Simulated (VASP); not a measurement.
Set up this calculation in VASP 6.6.1, as the native input.

```
Task                   : single point
Functional             : PBE
Potentials or basis    : VASP PAW PBE potentials, release 64 (Mg, O)
Cutoff                 : 600 eV
k mesh                 : 7 × 7 × 7
Occupations            : methfessel-paxton, width 0.15 eV
Spin                   : no spin polarisation
Dipole correction      : no
Further INCAR settings : ALGO = Normal; EDIFF = 1e-06; NBANDS = 11
```

The structure of MgO lies in POSCAR:

```
MgO
1.0
    0.0000000000      2.1980000000      2.1980000000
    2.1980000000      0.0000000000      2.1980000000
    2.1980000000      2.1980000000      0.0000000000
Mg O
1 1
Direct
    0.0000000000      0.0000000000      0.0000000000
    0.5000000000      0.5000000000      0.5000000000
```

One way to write it, as run:

INCAR

```
SYSTEM = MgO
PREC = Accurate
ENCUT = 600
EDIFF = 1E-6
ISMEAR = 1
SIGMA = 0.15
LREAL = .FALSE.
LASPH = .TRUE.
NELM = 120
ALGO = Normal
ISIF = 2
LWAVE = .FALSE.
LCHARG = .FALSE.
GGA = PE
NBANDS = 11
GGA_COMPAT = .FALSE.
```

KPOINTS

```
Automatic mesh
0
G
  7 7 7
  0 0 0
```

Potentials or basis: VASP PAW PBE potentials, release 64 (Mg, O).

Run with:

```bash
$ cat potpaw_PBE.64/Mg/POTCAR potpaw_PBE.64/O/POTCAR > POTCAR
$ mpirun -np 1 vasp_std > vasp.out
```

It gave:

```yaml
Pressure: -13.0 GPa
Band_gap_on_the_k_mesh: 3.58 eV, direct
```

It took 16 s on 1 thread of Intel Xeon 8259CL (shared host), peak memory 0.16 GiB.
